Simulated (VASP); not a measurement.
Here is a VASP 6.6.1 calculation.

Contents of INCAR:

```
SYSTEM = MgO
ALGO = Normal
EDIFF = 1E-6
ENCUT = 600
GGA = PE
GGA_COMPAT = .False.
ISIF = 2
ISMEAR = 0
IVDW = 12
LASPH = .True.
LCHARG = .False.
LREAL = .False.
LWAVE = .False.
NBANDS = 11
NELM = 120
PREC = Accurate
SIGMA = 0.1
```

The input KPOINTS:

```
k-points
0
Gamma
  6 6 6
  0 0 0
```

The input POSCAR:

```
MgO
1.0
    2.9380209034      0.0000000000      0.0000000000
   -1.4690104517      2.5444007392      0.0000000000
    0.0000000000      0.0000000000      2.6796800000
Mg O
1 1
Direct
    0.0000000000      0.0000000000      0.0000000000
    0.3333333333      0.6666666667      0.5000000000
```

Potentials or basis: VASP PAW PBE potentials, release 64 (Mg, O).

Run with:

```console
$ cat potpaw_PBE.64/Mg/POTCAR potpaw_PBE.64/O/POTCAR > POTCAR
$ mpirun -np 1 vasp_std > vasp.out
```

(1) Estimate the pressure.

(2) Predict the band gap on the k mesh.

(3) What does it give for the dispersion energy per atom?

Answers

(1) -5.3 GPa.

(2) 3.00 eV, indirect (least direct gap 3.40 eV).

(3) -0.274 eV.

Caveat: three body term missing.
